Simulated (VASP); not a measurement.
A run of VASP 6.6.1 is set up as follows.

INCAR

```
PREC = Accurate
ENCUT = 520
EDIFF = 1E-7
ISMEAR = -1
SIGMA = 0.1
LREAL = F
LASPH = T
NELM = 100
ALGO = Normal
ISIF = 2
LWAVE = F
LCHARG = T
GGA = CA
LELF = T
LVHAR = T
NBANDS = 18
```

Contents of KPOINTS:

```
Automatic mesh
0
Gamma
  8 8 8
```

Contents of POSCAR:

```
YAl3
1.0
    4.1865412045      0.0000000000      0.0000000000
    0.0000000000      4.1865412045      0.0000000000
    0.0000000000      0.0000000000      4.1865412045
Y Al
1 3
Direct
    0.0000000000      0.0000000000      0.0000000000
    0.0000000000      0.5000000000      0.5000000000
    0.5000000000      0.5000000000      0.0000000000
    0.5000000000      0.0000000000      0.5000000000
```

Potentials or basis: VASP PAW LDA potentials, release 64 (Y_sv, Al).

Command:

```sh
$ cat potpaw_LDA.64/Y_sv/POTCAR potpaw_LDA.64/Al/POTCAR > POTCAR
$ mpirun -np 1 vasp_std > vasp.out
```

(1) What does it give for the band gap on the k mesh?

(2) Predict the pressure.

Answers

(1) zero (band 10 reaches 7.33 eV, above the bottom of band 11 at 4.45 eV).

(2) 0.0 GPa.
